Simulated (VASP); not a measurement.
# TiAl3 (P1) in VASP: notebook

TiAl3 is run at these levels: PBEsol; tasks: single point.

Program: VASP 6.6.1. These are calculated values, not measurements. Logs are shortened: lines on timing, memory, paths and dates and some standing lists are left out, and cuts for length are marked.

## Step 1: The cell of the first run

The typed cell holds 4 atoms: a = 2.812 Å, b = 4.642 Å, c = 4.935 Å, α = 90.24°, β = 90.75°, γ = 90.80°.

## Step 2: Single point, PBEsol

INCAR

```
ALGO     = Fast           # electronic algorithm
EDIFF    = 1E-6           # SCF threshold, eV
ENCUT    = 520            # plane-wave cutoff, eV
GGA      = PS             # functional
ISIF     = 2              # what is computed and relaxed
ISMEAR   = 0              # smearing method
LASPH    = True           # aspherical terms in the spheres
LCHARG   = False          # write CHGCAR
LREAL    = False          # projectors in reciprocal space
LWAVE    = False          # write WAVECAR
NBANDS   = 18             # bands
NELM     = 100            # most SCF steps
PREC     = Accurate       # precision mode
SIGMA    = 0.1            # smearing width, eV
```

KPOINTS

```
k-points
0
Gamma
  4 4 4
```

POSCAR

```
TiAl3
1.0
    2.8116683263     -0.0196588470     -0.0186566057
   -0.0324080002      4.6421640465     -0.0100864170
   -0.0321977504     -0.0105593121      4.9349421324
Ti Al
1 3
Direct
   -0.0267402667      0.4885473599      0.1760357973
    0.5033607929      0.5236931408      0.6745434641
    0.4735485346      0.0418715234      0.3082792194
    0.0048113747     -0.0030813399      0.8463180768
```

Potentials or basis: VASP PAW PBE potentials, release 64 (Ti_sv, Al).

Started as:

```sh
cat potpaw_PBE.64/Ti_sv/POTCAR potpaw_PBE.64/Al/POTCAR > POTCAR
mpirun -np 1 vasp_std > vasp.out
```

OUTCAR:

```text
EDIFF = 1E-6
   ENCUT = 520
   GGA = PS
   ISIF = 2
   ISMEAR = 0
   LASPH = True
   LREAL = False
   NELM = 100
   PREC = Accurate

 ion  position               nearest neighbor table
   1  0.973  0.489  0.176-   3 2.58   3 2.60   2 2.80   4 2.80   2 2.81   2 2.86   4 2.87   2 2.91
                             3 2.98   3 3.02
   2  0.503  0.524  0.675-   4 2.72   4 2.76   1 2.80   1 2.81   1 2.86   3 2.87   1 2.91   4 2.94
                             4 2.96   3 3.02
   3  0.474  0.042  0.308-   1 2.58   1 2.60   4 2.62   4 2.75   2 2.87   1 2.98   4 2.99   2 3.02
                             1 3.02   4 3.04
   4  0.005  0.997  0.846-   3 2.62   2 2.72   3 2.75   2 2.76   1 2.80   1 2.87   2 2.94   2 2.96
                             3 2.99   3 3.04

  LATTYP: Found a triclinic cell.
 ALAT       =     2.8117989466
 B/A-ratio  =     1.9421376807
 C/A-ratio  =     1.7551249424
 COS(alpha) =     0.0031406690
 COS(beta)  =     0.0131439843
 COS(gamma) =     0.5267619076

  Lattice vectors:

 A1 = (   2.8116683263,  -0.0196588470,  -0.0186566057)
 A2 = (   2.8440763265,  -4.6618228935,  -0.0085701887)
 A3 = (   0.0321977504,   0.0105593121,  -4.9349421324)

Analysis of symmetry for initial positions (statically):
=====================================================================
 Subroutine PRICEL returns:
 Original cell was already a primitive cell.

 Routine SETGRP: Setting up the symmetry group for a
 triclinic supercell.

 Subroutine GETGRP returns: Found  1 space group operations
 (whereof  1 operations were pure point group operations)
 out of a pool of  2 trial point group operations.

The static configuration has the point symmetry C_1 .

Analysis of symmetry for dynamics (positions and initial velocities):
=====================================================================
 Subroutine PRICEL returns:
 Original cell was already a primitive cell.

 Routine SETGRP: Setting up the symmetry group for a
 triclinic supercell.

 Subroutine GETGRP returns: Found  1 space group operations
 (whereof  1 operations were pure point group operations)
 out of a pool of  2 trial point group operations.

The dynamic configuration has the point symmetry C_1 .

 Subroutine INISYM returns: Found  1 space group operations
 (whereof  1 operations are pure point group operations),
 and found     1 'primitive' translations

----------------------------------------------------------------------------------------

                                     Primitive cell

  volume of cell :      64.4057

  direct lattice vectors                    reciprocal lattice vectors
     2.811668326 -0.019658847 -0.018656606     0.355693558  0.002488231  0.002326027
    -0.032408000  4.642164046 -0.010086417     0.001509373  0.215428334  0.000470801
    -0.032197750 -0.010559312  4.934942132     0.001347789  0.000449716  0.202646377

  length of vectors
     2.811798947  4.642288126  4.935058464     0.355709866  0.215434136  0.202651358

  position of ions in fractional coordinates (direct lattice)
     0.973259733  0.488547360  0.176035797
     0.503360793  0.523693141  0.674543464
     0.473548535  0.041871523  0.308279219
     0.004811375  0.996918660  0.846318077

  ion indices of the primitive-cell ions
   primitive index   ion index
                 1           1
                 2           2
                 3           3
                 4           4

----------------------------------------------------------------------------------------

 KPOINTS: k-points

Automatic generation of k-mesh.
 Grid dimensions read from file:
 generate k-points for:    4    4    4

 Generating k-lattice:

  Cartesian coordinates                     Fractional coordinates (reciprocal lattice)
     0.088923390  0.000622058  0.000581507     0.250000000 -0.000000000  0.000000000
     0.000377343  0.053857083  0.000117700     0.000000000  0.250000000 -0.000000000
     0.000336947  0.000112429  0.050661594     0.000000000  0.000000000  0.250000000

  Length of vectors
     0.088927467  0.053858534  0.050662840

[... 47 lines left out ...]
  ---------------------------------------------------
  ext. energy  EPLUGINS =         0.00000000
  ---------------------------------------------------
  free energy    TOTEN  =       -21.13126851 eV

  energy without entropy =      -21.11456862  energy(sigma->0) =      -21.12291856

 E-fermi :   8.1654     XC(G=0): -10.7429

 val. band max:        8.1606801900   @ k =   0.5000   0.0000   0.5000
 cond. band min:       8.1764796227   @ k =   0.5000   0.0000   0.2500
 fundamental gap:      0.0157994327
 Fermi energy:         8.1653900284

 k-point     1 :       0.0000    0.0000    0.0000
  band No.  band energies     occupation
      1     -48.0317      2.00000
      2     -24.5116      2.00000
      3     -24.4543      2.00000
      4     -24.0628      2.00000
      5      -2.0728      2.00000
      6       2.7570      2.00000
[... 10 lines left out ...]
     17      14.2990      0.00000
     18      15.0689      0.00000

 k-point     2 :       0.2500    0.0000    0.0000
  band No.  band energies     occupation
      1     -48.0011      2.00000
      2     -24.4816      2.00000
      3     -24.4242      2.00000
      4     -24.3131      2.00000
      5      -0.8922      2.00000
      6       3.7984      2.00000
[... 10 lines left out ...]
     17      12.7941      0.00000
     18      13.8037      0.00000

 k-point     3 :       0.5000    0.0000    0.0000
  band No.  band energies     occupation
      1     -47.9702      2.00000
      2     -24.5571      2.00000
      3     -24.4510      2.00000
      4     -24.3935      2.00000
      5       2.4831      2.00000
      6       2.5046      2.00000
[... 10 lines left out ...]
     17      11.4007      0.00000
     18      12.2940      0.00000

 k-point     4 :      -0.0000    0.2500    0.0000
  band No.  band energies     occupation
      1     -48.0317      2.00000
      2     -24.5114      2.00000
      3     -24.4565      2.00000
      4     -24.0628      2.00000
      5      -1.6523      2.00000
      6       1.6781      2.00000
[... 375 lines left out ...]
      4     -24.3127      2.00000
      5       0.6163      2.00000
      6       1.6261      2.00000
[... 10 lines left out ...]
     17      13.2413      0.00000
     18      13.5929      0.00000

 k-point    23 :       0.0000   -0.2500    0.2500
  band No.  band energies     occupation
      1     -48.0316      2.00000
      2     -24.5125      2.00000
      3     -24.4565      2.00000
      4     -24.0628      2.00000
      5      -1.2944      2.00000
      6       1.5727      2.00000
[... 10 lines left out ...]
     17      13.8204      0.00000
     18      16.1391      0.00000

 k-point    24 :       0.2500   -0.2500    0.2500
  band No.  band energies     occupation
      1     -48.0010      2.00000
      2     -24.4823      2.00000
      3     -24.4259      2.00000
      4     -24.3128      2.00000
      5      -0.1554      2.00000
      6       2.5587      2.00000
[... 10 lines left out ...]
     17      12.7396      0.00000
     18      13.2481      0.00000

 [... further k-points ...]
[... 5 lines left out ...]
  --------------------------------------------------------------------------------------
  -------------------------------------------------------------------------------------
  Total        1.3231501      0.5318259     -0.4128482      0.4431313      0.1471708      0.2162094
  in kB       32.9151002     13.2298696    -10.2701414     11.0234751      3.6610672      5.3784937
  external PRESSURE =      11.9582761 kB  Pullay stress =       0.0000000 kB

 VOLUME and BASIS-vectors are now :
 -----------------------------------------------------------------------------
  energy-cutoff  :      520.00
  volume of cell :       64.41
      direct lattice vectors                 reciprocal lattice vectors
     2.811668326 -0.019658847 -0.018656606     0.355693558  0.002488231  0.002326027
    -0.032408000  4.642164046 -0.010086417     0.001509373  0.215428334  0.000470801
    -0.032197750 -0.010559312  4.934942132     0.001347789  0.000449716  0.202646377

 POSITION                                       TOTAL-FORCE (eV/Angst)
 -----------------------------------------------------------------------------------
      2.71498      2.24693      0.84564         0.219463      1.456633     -0.428317
      1.37659      2.41405      3.31416        -0.260256     -0.336370     -0.189862
      1.32018      0.18181      1.51208         0.103664     -1.477651      0.978476
     -0.04603      4.61883      4.16639        -0.062871      0.357388     -0.360296
 -----------------------------------------------------------------------------------
    total drift:                               -0.000186      0.003356     -0.000375

  FREE ENERGIE OF THE ION-ELECTRON SYSTEM (eV)
  ---------------------------------------------------
  free  energy   TOTEN  =       -21.1312685121 eV

  energy  without entropy=      -21.1145686170  energy(sigma->0) =      -21.12291856
```

Run time: 58 s. Hardware: 1 thread of Intel Xeon Platinum 8488C (Sapphire Rapids), shared host; peak memory 0.2 GiB.

Results:

```
Free energy   : -21.1313 eV
Pressure      : 1.2 GPa
Largest force : 1.775 eV/Å
```

Forces in eV/Å, atoms in the order of the input:
```
Ti   0.219  1.457 -0.428
Al  -0.260 -0.336 -0.190
Al   0.104 -1.478  0.978
Al  -0.063  0.357 -0.360
```

Stress tensor (GPa, compression positive):
```
 3.29  1.10  0.54
 1.10  1.32  0.37
 0.54  0.37 -1.03
```

Levels at points of the mesh, in eV from the Fermi level:
```
           k point  band 8  band 9  band 10  band 11  band 12  band 13  band 14  band 15
(0.00, 0.00, 0.00)   -3.40   -2.50    -0.81    -0.43     2.33     2.39     2.49     2.57
(0.50, 0.00, 0.00)   -2.20   -1.83     0.21     0.54     0.80     1.45     1.67     2.39
(0.00, 0.50, 0.00)   -3.30   -2.18    -1.69    -0.16     2.22     2.44     2.62     3.04
(0.50, 0.50, 0.00)   -3.27   -1.75    -0.57    -0.27     0.49     1.06     1.18     3.27
(0.00, 0.00, 0.50)   -2.31   -2.09    -1.18    -0.38     2.23     2.28     2.44     2.97
(0.50, 0.00, 0.50)   -3.68   -1.46    -0.24     0.00     0.51     1.39     2.25     3.10
(0.00, 0.50, 0.50)   -4.93   -0.31    -0.11     0.73     2.23     2.38     3.40     4.78
(0.50, 0.50, 0.50)   -3.19   -2.99    -2.73    -0.85    -0.25     0.98     2.12     2.33
```

Caveat: the k points lie up to 0.56 Å⁻¹ apart; the PAW data sets were made with another functional, which shifts forces and pressure a little.

## Step 3: Single point, PBEsol

INCAR

```
PREC = Accurate
ENCUT = 520
EDIFF = 1E-6
ISMEAR = 0
SIGMA = 0.1
LREAL = False
LASPH = True
NELM = 100
ALGO = Fast
ISIF = 2
LWAVE = False
LCHARG = True
GGA = PS
LELF = True
LVHAR = True
NBANDS = 18
```

KPOINTS

```
regular mesh
0
Gamma
  6 4 4
```

POSCAR is that of step 2.

Potentials or basis: VASP PAW PBE potentials, release 64 (Ti_sv, Al).

Started as:

```sh
cat potpaw_PBE.64/Ti_sv/POTCAR potpaw_PBE.64/Al/POTCAR > POTCAR
mpirun -np 1 vasp_std > vasp.out
```

Run time: 94 s. Hardware: 1 thread of Intel Xeon Platinum 8488C (Sapphire Rapids), shared host; peak memory 0.21 GiB.

Results (log left out):

* Free energy: -21.3168 eV
* Pressure: 0.9 GPa
* Largest force: 1.968 eV/Å

Forces in eV/Å, atoms in the order of the input:
```
Ti   0.225  1.595 -0.438
Al  -0.254 -0.281 -0.156
Al   0.100 -1.602  1.139
Al  -0.070  0.288 -0.546
```

Stress tensor (GPa, compression positive):
```
 0.94  1.28  0.86
 1.28  2.02  0.31
 0.86  0.31 -0.17
```

Levels at points of the mesh, in eV from the Fermi level:
```tsv
k point	band 8	band 9	band 10	band 11	band 12	band 13	band 14	band 15
(0.00, 0.00, 0.00)	-3.44	-2.53	-0.88	-0.48	2.24	2.33	2.41	2.52
(0.50, 0.00, 0.00)	-2.26	-1.90	0.16	0.48	0.76	1.41	1.64	2.36
(0.00, 0.50, 0.00)	-3.35	-2.23	-1.73	-0.26	2.11	2.38	2.55	3.00
(0.50, 0.50, 0.00)	-3.30	-1.80	-0.63	-0.33	0.41	1.02	1.12	3.24
(0.00, 0.00, 0.50)	-2.36	-2.11	-1.25	-0.44	2.17	2.21	2.35	2.92
(0.50, 0.00, 0.50)	-3.75	-1.55	-0.28	-0.04	0.46	1.37	2.24	3.06
(0.00, 0.50, 0.50)	-4.99	-0.37	-0.21	0.66	2.12	2.31	3.36	4.74
(0.50, 0.50, 0.50)	-3.20	-3.06	-2.75	-0.90	-0.31	0.90	2.06	2.26
```

Caveat: the k points lie up to 0.37 Å⁻¹ apart; the PAW data sets were made with another functional, which shifts forces and pressure a little.

## Step 4: Single point, PBEsol

INCAR

```
  ALGO = Normal
  EDIFF = 1E-6
  ENCUT = 520
  GGA = PS
  ISIF = 2
  ISMEAR = 0
  LASPH = True
  LCHARG = True
  LELF = True
  LREAL = False
  LVHAR = True
  LWAVE = False
  NBANDS = 18
  NELM = 100
  PREC = Accurate
  SIGMA = 0.1
```

KPOINTS

```
k-points
0
Gamma
  8 4 4
```

POSCAR is that of step 3.

Started as:

```sh
cat potpaw_PBE.64/Ti_sv/POTCAR potpaw_PBE.64/Al/POTCAR > POTCAR
mpirun -np 1 vasp_std > vasp.out
```

Wall time 74 s (1 thread of Intel Xeon Platinum 8488C (Sapphire Rapids), shared host); peak memory 0.22 GiB.

The run converged. Its results:

| Item | Value |
| --- | --- |
| Free energy | -21.2605 eV |
| Pressure | 1.0 GPa |
| Largest force | 1.854 eV/Å |

Forces in eV/Å, atoms in the order of the input:
```
Ti   0.219  1.502 -0.426
Al  -0.253 -0.300 -0.161
Al   0.108 -1.527  1.046
Al  -0.074  0.326 -0.459
```

Stress tensor (GPa, compression positive):
```
 1.88  1.07  0.82
 1.07  1.29  0.38
 0.82  0.38 -0.18
```

Levels at points of the mesh, in eV from the Fermi level:
| k point | band 7 | band 8 | band 9 | band 10 | band 11 | band 12 | band 13 | band 14 | band 15 | band 16 |
| --- | --- | --- | --- | --- | --- | --- | --- | --- | --- | --- |
| (0.00, 0.00, 0.00) | -4.11 | -3.41 | -2.50 | -0.84 | -0.44 | 2.31 | 2.37 | 2.47 | 2.55 | 3.14 |
| (0.50, 0.00, 0.00) | -2.38 | -2.22 | -1.85 | 0.20 | 0.52 | 0.79 | 1.44 | 1.67 | 2.39 | 2.81 |
| (0.00, 0.50, 0.00) | -3.69 | -3.31 | -2.19 | -1.70 | -0.19 | 2.18 | 2.43 | 2.59 | 3.03 | 4.91 |
| (0.50, 0.50, 0.00) | -3.74 | -3.28 | -1.76 | -0.59 | -0.29 | 0.46 | 1.05 | 1.16 | 3.26 | 3.61 |
| (0.00, 0.00, 0.50) | -3.40 | -2.32 | -2.09 | -1.21 | -0.39 | 2.21 | 2.27 | 2.41 | 2.96 | 3.89 |
| (0.50, 0.00, 0.50) | -4.05 | -3.71 | -1.50 | -0.25 | -0.01 | 0.50 | 1.39 | 2.25 | 3.09 | 3.58 |
| (0.00, 0.50, 0.50) | -7.09 | -4.95 | -0.32 | -0.15 | 0.71 | 2.19 | 2.37 | 3.39 | 4.77 | 5.39 |
| (0.50, 0.50, 0.50) | -3.37 | -3.18 | -3.01 | -2.73 | -0.86 | -0.27 | 0.95 | 2.10 | 2.31 | 2.45 |

Caveat: the PAW data sets were made with another functional, which shifts forces and pressure a little.

## Step 5: Single point, PBEsol (atoms moved at random and the cell strained at random)

INCAR

```
SYSTEM = TiAl3
PREC = Accurate
ENCUT = 520
EDIFF = 1E-6
ISMEAR = 0
SIGMA = 0.1
LREAL = .FALSE.
LASPH = .TRUE.
NELM = 80
ALGO = Fast
ISIF = 2
LWAVE = .FALSE.
LCHARG = .FALSE.
GGA = PS
NBANDS = 18
```

KPOINTS

```
regular mesh
0
G
  10 6 6
  0 0 0
```

POSCAR is that of step 4.

Started as:

```sh
cat potpaw_PBE.64/Ti_sv/POTCAR potpaw_PBE.64/Al/POTCAR > POTCAR
mpirun -np 1 vasp_std > vasp.out
```

It took 5.8 min on 1 thread of Intel Xeon Platinum 8488C (Sapphire Rapids), shared host; peak memory 0.33 GiB.

The run converged. Its results:

* Free energy: -21.2904 eV
* Pressure: 0.9 GPa
* Largest force: 1.967 eV/Å

Forces in eV/Å, atoms in the order of the input:
```
Ti   0.216  1.547 -0.416
Al  -0.253 -0.283 -0.177
Al   0.112 -1.584  1.162
Al  -0.075  0.320 -0.569
```

Stress tensor (GPa, compression positive):
```
 0.10  1.17  0.96
 1.17  3.45  0.30
 0.96  0.30 -0.80
```

Levels at points of the mesh, in eV from the Fermi level:
| k point | band 7 | band 8 | band 9 | band 10 | band 11 | band 12 | band 13 | band 14 | band 15 | band 16 |
| --- | --- | --- | --- | --- | --- | --- | --- | --- | --- | --- |
| (0.00, 0.00, 0.00) | -4.04 | -3.33 | -2.42 | -0.77 | -0.38 | 2.35 | 2.44 | 2.52 | 2.62 | 3.21 |
| (0.50, 0.00, 0.00) | -2.31 | -2.15 | -1.80 | 0.27 | 0.58 | 0.86 | 1.52 | 1.75 | 2.47 | 2.89 |
| (0.00, 0.50, 0.00) | -3.62 | -3.24 | -2.12 | -1.62 | -0.15 | 2.22 | 2.48 | 2.65 | 3.10 | 5.00 |
| (0.50, 0.50, 0.00) | -3.65 | -3.19 | -1.69 | -0.52 | -0.23 | 0.51 | 1.12 | 1.23 | 3.34 | 3.67 |
| (0.00, 0.00, 0.50) | -3.32 | -2.26 | -1.99 | -1.15 | -0.34 | 2.27 | 2.31 | 2.46 | 3.02 | 3.96 |
| (0.50, 0.00, 0.50) | -3.99 | -3.65 | -1.45 | -0.18 | 0.06 | 0.57 | 1.48 | 2.35 | 3.16 | 3.64 |
| (0.00, 0.50, 0.50) | -6.99 | -4.88 | -0.26 | -0.10 | 0.77 | 2.23 | 2.41 | 3.46 | 4.85 | 5.48 |
| (0.50, 0.50, 0.50) | -3.29 | -3.10 | -2.95 | -2.64 | -0.80 | -0.21 | 1.00 | 2.16 | 2.37 | 2.51 |

Caveat: the cell differs from its parent crystal (atoms moved at random and the cell strained at random); the PAW data sets were made with another functional, which shifts forces and pressure a little.

## Step 6: Single point, PBEsol

INCAR

```
PREC = Accurate ; ENCUT = 520
EDIFF = 1E-7 ; ISMEAR = 0
SIGMA = 0.1 ; LREAL = F
LASPH = T ; NELM = 60
ALGO = Fast ; ISIF = 2
LWAVE = F ; LCHARG = F
GGA = PS ; NBANDS = 18
```

KPOINTS

```
Automatic mesh
0
Gamma
  10 6 6
```

POSCAR is that of step 5.

Potentials or basis: VASP PAW PBE potentials, release 64 (Ti_sv, Al).

Started as:

```sh
cat potpaw_PBE.64/Ti_sv/POTCAR potpaw_PBE.64/Al/POTCAR > POTCAR
mpirun -np 1 vasp_std > vasp.out
```

Run time: 8.1 min. Hardware: 1 thread of Intel Xeon Platinum 8488C (Sapphire Rapids), shared host; peak memory 0.33 GiB.

Results (log left out):

```
Free energy   : -21.2904 eV
Pressure      : 1.0 GPa
Largest force : 1.967 eV/Å
```

Forces on the atoms (eV/Å):
```
Ti   0.216  1.546 -0.415
Al  -0.253 -0.283 -0.177
Al   0.112 -1.584  1.162
Al  -0.075  0.320 -0.570
```

Stress tensor (GPa, compression positive):
```
 0.16  1.17  0.96
 1.17  3.50  0.30
 0.96  0.30 -0.75
```

Levels at points of the mesh, in eV from the Fermi level:
```
           k point  band 9  band 10  band 11  band 12  band 13  band 14
(0.00, 0.00, 0.00)   -2.42    -0.77    -0.38     2.35     2.44     2.52
(0.50, 0.00, 0.00)   -1.80     0.27     0.58     0.86     1.51     1.75
(0.00, 0.50, 0.00)   -2.12    -1.62    -0.15     2.22     2.48     2.65
(0.50, 0.50, 0.00)   -1.69    -0.52    -0.23     0.51     1.12     1.22
(0.00, 0.00, 0.50)   -1.99    -1.15    -0.34     2.27     2.31     2.46
(0.50, 0.00, 0.50)   -1.45    -0.18     0.06     0.57     1.48     2.35
(0.00, 0.50, 0.50)   -0.26    -0.10     0.77     2.23     2.42     3.46
(0.50, 0.50, 0.50)   -2.96    -2.64    -0.80    -0.21     1.00     2.16
```

Caveat: the PAW data sets were made with another functional, which shifts forces and pressure a little.

## Step 7: Overview

```tsv
k mesh	gap on the mesh (eV)	pressure (GPa)	largest force (eV/Å)
4 × 4 × 4	none	1.2	1.78
6 × 4 × 4	none	0.9	1.97
8 × 4 × 4	none	1.0	1.85
10 × 6 × 6	none	1.0	1.97
```

Alike in all rows: task single point; level PBEsol; potentials or basis VASP PAW PBE potentials, release 64 (Ti_sv, Al); no spin polarisation; cell as given; cutoff (eV) 520; smearing gaussian 0.1 eV.

Caveats: some runs use coarse meshes; the PAW data sets were made with another functional, which shifts forces and pressure a little.

Total energies depend on the potentials used, so only differences within one code and one set of settings carry meaning.
